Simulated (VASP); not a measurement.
A run of VASP 6.6.1 is set up as follows.

INCAR

```
  PREC = Accurate
  ENCUT = 520
  EDIFF = 1E-8
  ISMEAR = -1
  SIGMA = 0.03
  LREAL = F
  LASPH = T
  NELM = 80
  ALGO = Normal
  ISIF = 2
  LWAVE = F
  LCHARG = F
  GGA = PS
  LEFG = T
  NBANDS = 25
```

The input KPOINTS:

```
regular mesh
0
Gamma
  6 6 9
```

POSCAR

```
SiO2
1.0
    4.0546970000      0.0000000000      0.0000000000
    0.0000000000      4.0546970000      0.0000000000
    0.0000000000      0.0000000000      2.6678000000
Si O
2 4
Direct
    0.0000000000      0.0000000000      0.0000000000
    0.5000000000      0.5000000000      0.5000000000
    0.3067000000      0.3067000000      0.0000000000
    0.1933000000      0.8067000000      0.5000000000
    0.6933000000      0.6933000000      0.0000000000
    0.8067000000      0.1933000000      0.5000000000
```

Potentials or basis: VASP PAW PBE potentials, release 64 (Si, O).

Launch:

```bash
$ cat potpaw_PBE.64/Si/POTCAR potpaw_PBE.64/O/POTCAR > POTCAR
$ mpirun -np 1 vasp_std > vasp.out
```

**Question.** Predict the pressure.

**Answer.** 26.4 GPa.

**Question.** What does it give for the band gap on the k mesh?

**Answer.** 6.26 eV.

**Question.** Estimate the largest force.

**Answer.** 0.781 eV/Å.

Electric field gradients, principal values (V/Å²):
| atom | least | middle | greatest (by size) |
| --- | --- | --- | --- |
| 1 Si | 3.632 | 10.619 | -14.251 |
| 2 Si | 3.632 | 10.619 | -14.251 |
| 3 O | 48.942 | 52.222 | -101.164 |
| 4 O | 48.942 | 52.222 | -101.164 |
| 5 O | 48.942 | 52.222 | -101.164 |
| 6 O | 48.942 | 52.222 | -101.164 |

Caveat: the cell differs from its parent crystal (equal xx and yy strain of -3 %); the stress differs along the axes, from 20 to 29 GPa; without QUAD_EFG the Cq values of the log hold for a quadrupole moment of 1 mb, not for the nuclei; the PAW data sets were made with another functional, which shifts forces and pressure a little. A k mesh can miss the band edges.
